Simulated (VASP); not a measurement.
Crystal: PbF2 (fluorite type).

```
CELL_PARAMETERS angstrom
0.00000 2.55533 2.55533
2.55533 0.00000 2.55533
2.55533 2.55533 0.00000
ATOMIC_POSITIONS crystal
Pb 0.00000 0.00000 0.00000
F 0.25000 0.25000 0.25000
F 0.75000 0.75000 0.75000
```

- Program: VASP 6.6.1
- Task: relaxation of cell and atoms
- Functional: PBE
- Potentials or basis: VASP PAW PBE potentials, release 64 (Pb_d, F)
- Cutoff: 600 eV
- k mesh: 11 × 11 × 11
- Occupations: fermi-dirac, width 0.05 eV
- Spin: no spin polarisation

At the start: pressure 100.4 GPa; volume 11.12 Å³/atom.

Q: Where does the relaxation end?

A: Over 23 steps the energy falls by 1339.7 meV/atom and the volume is 17.45 Å³/atom (+56.9 %); space group Fm-3m (No. 225, to 0.05 Å).

The path:
```tsv
step	energy change (eV)	largest force (eV/Å)	pressure (GPa)	volume (Å³)
1	0.0000	0.0000	100.44	33.37
2	-1.2574	0.0000	-28.17	79.65
3	-4.0132	0.0000	-1.81	53.39
4	-4.0183	0.0000	-0.69	52.74
5	-4.0191	0.0000	0.11	52.29
6	-4.0191	0.0000	0.11	52.29
7	-4.0191	0.0000	0.11	52.29
8	-4.0191	0.0000	0.10	52.29
9	-4.0191	0.0000	0.10	52.29
10	-4.0191	0.0000	0.10	52.29
11	-4.0191	0.0000	0.10	52.29
12	-4.0191	0.0000	0.10	52.29
13	-4.0191	0.0000	0.10	52.29
14	-4.0191	0.0000	0.10	52.29
15	-4.0191	0.0000	0.10	52.29
16	-4.0191	0.0000	0.10	52.29
17	-4.0191	0.0000	0.11	52.29
18	-4.0191	0.0000	0.11	52.29
19	-4.0191	0.0000	0.11	52.30
20	-4.0191	0.0000	0.10	52.30
21	-4.0191	0.0000	0.10	52.31
22	-4.0191	0.0000	0.06	52.32
23	-4.0191	0.0000	0.01	52.35
```

Final structure:
```xyz
3
Lattice="0.0000 2.9691 2.9691 2.9691 0.0000 2.9691 2.9691 2.9691 0.0000" Properties=species:S:1:pos:R:3 pbc="T T T"
Pb    0.0000    2.9691    2.9691
F     1.4845    1.4845    1.4845
F     4.4536    4.4536    4.4536
```

Caveat: the volume moved by over 15 % at a fixed basis, so the end points are rough.
